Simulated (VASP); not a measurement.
## RuSe: single point with PBE

The system is RuSe.

```
Ru Se
1.0
     0.00000    2.73355    2.73355
     2.73355    0.00000    2.73355
     2.73355    2.73355    0.00000
Ru Se
1 1
Direct
  0.00000 0.00000 0.00000
  0.25000 0.25000 0.25000
```

This cell differs from its parent crystal: volume scaled by 0.980.

| Property | Result |
| --- | --- |
| Program | VASP 6.6.1 |
| Task | single point |
| Functional | PBE |
| Potentials or basis | VASP PAW PBE potentials, release 64 (Ru_pv, Se) |
| Cutoff | 520 eV |
| k mesh | 10 × 10 × 10 |
| Occupations | gaussian, width 0.05 eV |
| Spin | no spin polarisation |
| Dipole correction | no |
| Further INCAR settings | ALGO = Normal; EDIFF = 1e-06; NBANDS = 17 |

```yaml
Pressure: 2.6 GPa
Band_gap_on_the_k_mesh: zero (band 10 reaches 8.69 eV, above the bottom of band 11 at 6.16 eV)
```

Levels at points of the mesh, in eV from the Fermi level:
| k point | band 7 | band 8 | band 9 | band 10 | band 11 | band 12 | band 13 | band 14 |
| --- | --- | --- | --- | --- | --- | --- | --- | --- |
| (0.00, 0.00, 0.00) | -5.37 | -1.78 | -1.78 | 1.92 | 3.53 | 3.53 | 3.53 | 7.63 |
| (0.50, 0.00, 0.00) | -4.98 | -1.53 | -1.53 | -1.24 | 1.58 | 1.58 | 4.19 | 8.70 |
| (0.50, 0.50, 0.00) | -4.18 | -2.24 | -1.19 | -0.92 | -0.42 | -0.42 | 5.37 | 6.78 |

It took 61 s on 1 thread of AMD EPYC 7R13 (shared host), peak memory 0.16 GiB.
